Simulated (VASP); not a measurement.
Set up this calculation in VASP 6.6.1, as the native input.

| Item | Value |
| --- | --- |
| Task | single point |
| Functional | PBEsol |
| Potentials or basis | VASP PAW PBE potentials, release 64 (Ti_sv, Co) |
| Cutoff | 520 eV |
| k mesh | 8 × 8 × 8 |
| Occupations | methfessel-paxton, width 0.1 eV |
| Spin | collinear spin, ferromagnetic start |
| Starting moments | [0.0, 1.8, 1.8, 1.8] μB |
| Dipole correction | no |
| Further INCAR settings | ALGO = Normal; EDIFF = 1e-07; NBANDS = 32 |

The structure of TiCo3 lies in POSCAR:

```
TiCo3
1.0
    3.5710000000      0.0000000000      0.0000000000
    0.0000000000      3.5710000000      0.0000000000
    0.0000000000      0.0000000000      3.5710000000
Ti Co
1 3
Direct
    0.0000000000      0.0000000000      0.0000000000
    0.0000000000      0.5000000000      0.5000000000
    0.5000000000      0.0000000000      0.5000000000
    0.5000000000      0.5000000000      0.0000000000
```

One way to write it, as run:

INCAR

```
PREC = Accurate
ENCUT = 520
EDIFF = 1E-7
ISMEAR = 1
SIGMA = 0.1
LREAL = F
LASPH = T
NELM = 150
ALGO = Normal
ISIF = 2
LWAVE = F
LCHARG = T
ISPIN = 2
MAGMOM = 0 1.8 1.8 1.8
LORBIT = 11
LMAXMIX = 4
GGA = PS
LELF = T
LVHAR = T
NBANDS = 32
```

KPOINTS

```
Automatic mesh
0
Gamma
  8 8 8
```

Potentials or basis: VASP PAW PBE potentials, release 64 (Ti_sv, Co).

Launch:

```console
$ cat potpaw_PBE.64/Ti_sv/POTCAR potpaw_PBE.64/Co/POTCAR > POTCAR
$ mpirun -np 1 vasp_std > vasp.out
```

Results of the run:

```json
{"Pressure": "-8.4 GPa", "Net moment": "0.87 μB per cell", "Site moments": "Ti -0.13; Co +0.34 μB", "Valence electrons inside the program's atomic spheres": "Ti 10.42; Co 8.36"}
```

Caveat: the PAW data sets were made with another functional, which shifts forces and pressure a little.

Run time: 91 s on 1 thread of Intel(R) Xeon(R) Platinum 8559C (Emerald Rapids), with other jobs on the host, peak memory 0.22 GiB.
